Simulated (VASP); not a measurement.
Runs of VASP 6.6.1 on Rh3N. The structure is that of space group Pm-3m (No. 221), or close to it. The cells are those of the table. 

```csv
task,spin,cell,k mesh,cutoff (eV),gap on the mesh (eV),pressure (GPa),relaxed volume (Å³/atom)
single point,"collinear, ferromagnetic start","a = 3.544 Å, 4 atoms",6 × 6 × 6,520,none,45.4,-
single point,off,"a = 3.720 Å, 4 atoms",12 × 12 × 12,520,none,0.0,-
single point,off,"a = 3.717 Å, 4 atoms",6 × 6 × 6,520,none,0.3,-
relaxation of cell and atoms,off,"relaxed from a = 3.717 Å, 4 atoms",12 × 12 × 12,600,none,0.0,(a)
relaxation of cell and atoms,off,"relaxed from a = 3.544 Å, 4 atoms",6 × 6 × 6,600,none,0.0,12.85
```

Alike in all rows: level PBE; potentials or basis VASP PAW PBE potentials, release 64 (Rh_pv, N); smearing gaussian 0.1 eV.

Fill in the values left out.

(a) 12.86.

Caveats: the volume moved by over 15 % at a fixed basis, so the end points are rough (some runs).

A k mesh can miss the band edges, and the runs leave out spin-orbit coupling on Rh.

A gap of «none» marks levels without a gap at the run's occupations.
